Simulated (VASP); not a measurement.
Pt:

```
Pt
1.0
     0.00000    1.96090    1.96090
     1.96090    0.00000    1.96090
     1.96090    1.96090    0.00000
Pt
1
Direct
  0.00000 0.00000 0.00000
```

Base run:

```yaml
Program: VASP 6.6.1
Functional: RPBE
Potentials_or_basis: VASP PAW PBE potentials, release 64 (Pt)
Cutoff: 520 eV
k_mesh: 10 × 10 × 10
Occupations: gaussian, width 0.02 eV
Spin: no spin polarisation
```

Its results: band gap on the k mesh zero (band 5 reaches 11.84 eV, above the bottom of band 6 at 9.63 eV); pressure 13.8 GPa.

Problem. After a change of settings the same cell gave: band gap on the k mesh zero (band 5 reaches 11.82 eV, above the bottom of band 6 at 9.61 eV); pressure 12.6 GPa. Which change was it?
A. functional from RPBE to LDA; potentials or basis from VASP PAW PBE potentials, release 64 (Pt) to VASP PAW LDA potentials, release 64 (Pt)
B. functional from RPBE to r2SCAN
C. functional from RPBE to revPBE
D. functional from RPBE to PBEsol; further incar settings from ALGO = Normal; EDIFF = 1e-06; NBANDS = 11 to ALGO = Normal; EDIFF = 1e-07; NBANDS = 11

Solution. C.

Caveats: the PAW data sets were made with another functional, which shifts forces and pressure a little; spin-orbit coupling is left out, which moves the levels of the heavy elements.
